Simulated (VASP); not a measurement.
A run of VASP 6.6.1 is set up as follows.

File INCAR:

```
SYSTEM = NaI
  ALGO = Normal
  EDIFF = 1E-7
  ENCUT = 520
  GGA_COMPAT = .FALSE.
  ISIF = 2
  ISMEAR = 0
  LASPH = .TRUE.
  LCHARG = .FALSE.
  LNONCOLLINEAR = .TRUE.
  LORBIT = 11
  LORBMOM = .TRUE.
  LREAL = .FALSE.
  LSORBIT = .TRUE.
  LWAVE = .FALSE.
  MAGMOM = 0 0 0 0 0 0
  NBANDS = 26
  NELM = 150
  PREC = Accurate
  SIGMA = 0.01
```

The input KPOINTS:

```
k-points
0
G
  6 6 6
  0 0 0
```

File POSCAR:

```
NaI
1.0
    0.0000000000      3.1310871851      3.1310871851
    3.1310871851      0.0000000000      3.1310871851
    3.1310871851      3.1310871851      0.0000000000
Na I
1 1
Direct
   -0.0015968894     -0.0015968894     -0.0015968894
    0.5000000000      0.5000000000      0.5000000000
```

Potentials or basis: VASP PAW LDA potentials, release 64 (Na_pv, I).

The run is started by

```console
$ cat potpaw_LDA.64/Na_pv/POTCAR potpaw_LDA.64/I/POTCAR > POTCAR
$ mpirun -np 1 vasp_ncl > vasp.out
```

Task: What does it give for the largest force?

Result: 0.021 eV/Å.

Task: Predict the pressure.

Result: 0.1 GPa.

Moments on the atoms (μB; x, y, z):
```
Na  0.00 0.00 0.00
I   0.00 0.00 0.00
```

Caveat: the cell differs from its parent crystal (-0.01, -0.01] A).
